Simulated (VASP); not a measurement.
Set up this calculation in VASP 6.6.1, as the native input.

```yaml
Task: relaxation of cell and atoms
Functional: PBE
Potentials_or_basis: VASP PAW PBE potentials, release 64 (Sn_d, Bi_d, O)
Cutoff: 600 eV
k_mesh: 3 × 3 × 3
Occupations: gaussian, width 0.15 eV
Spin: no spin polarisation
Dipole_correction: no
Further_INCAR_settings: ALGO = Normal; EDIFF = 1e-06; IBRION = 2; EDIFFG = -0.08; NSW = 36; ISIF = 3
```

The structure of SnBi2O5 lies in POSCAR:

```
SnBi2O5
1.0
   -2.8342593800      2.8342593800      4.1194054100
    2.8342593800     -2.8342593800      4.1194054100
    2.8342593800      2.8342593800     -4.1194054100
Sn Bi O
1 2 5
Direct
    0.0076943500      0.0076943500      0.0000000000
    0.7493696300      0.2493696300      0.5000000000
    0.2493696300      0.7493696300      0.5000000000
    0.7727806000      0.2157532100      0.0000000000
    0.2157532100      0.2157532100      0.4429726200
    0.7727806000      0.7727806000      0.5570273800
    0.2157532100      0.7727806000      0.0000000000
    0.2394967500      0.2394967500      0.0000000000
```

The cell was built from a structure type or drawn by symmetry, and may not be a known phase.

The input as run:

INCAR

```
SYSTEM = SnBi2O5
  ALGO = Normal
  EDIFF = 1E-6
  EDIFFG = -0.08
  ENCUT = 600
  GGA = PE
  IBRION = 2
  ISIF = 3
  ISMEAR = 0
  LASPH = .TRUE.
  LCHARG = .FALSE.
  LREAL = .FALSE.
  LWAVE = .FALSE.
  NELM = 100
  NSW = 36
  PREC = Accurate
  SIGMA = 0.15
```

KPOINTS

```
k-points
0
G
  3 3 3
  0 0 0
```

Potentials or basis: VASP PAW PBE potentials, release 64 (Sn_d, Bi_d, O).

The run is started by

```sh
$ cat potpaw_PBE.64/Sn_d/POTCAR potpaw_PBE.64/Bi_d/POTCAR potpaw_PBE.64/O/POTCAR > POTCAR
$ mpirun -np 1 vasp_std > vasp.out
```

Results of the run:

```json
{
  "Relaxed volume": "19.39 Å³/atom",
  "Relaxed cell": "a = 6.338 Å, b = 6.338 Å, c = 6.338 Å, α = 127.59°, β = 127.59°, γ = 77.30°",
  "Space group after relaxing (to 0.1 Å)": "I4mm (No. 107)",
  "Energy gained by relaxing": "1076.9 meV/atom",
  "Ionic steps": "32",
  "Pressure after relaxing": "0.1 GPa",
  "Largest force after relaxing": "0.041 eV/Å",
  "Band gap on the k mesh": "1.82 eV"
}
```

Caveat: the k points lie up to 0.43 Å⁻¹ apart in the final cell; the volume moved by over 15 % at a fixed basis, so the end points are rough; spin-orbit coupling is left out, which moves the levels of the heavy elements; an odd mesh through Γ misses points on the zone boundary, where band edges can lie; the relaxation stopped at a loose force limit of 0.08 eV/Å, so its end isn't a converged minimum.

It took 11 min on 1 thread of Intel(R) Xeon(R) 6975P-C (Granite Rapids), on a shared host, peak memory 0.36 GiB.
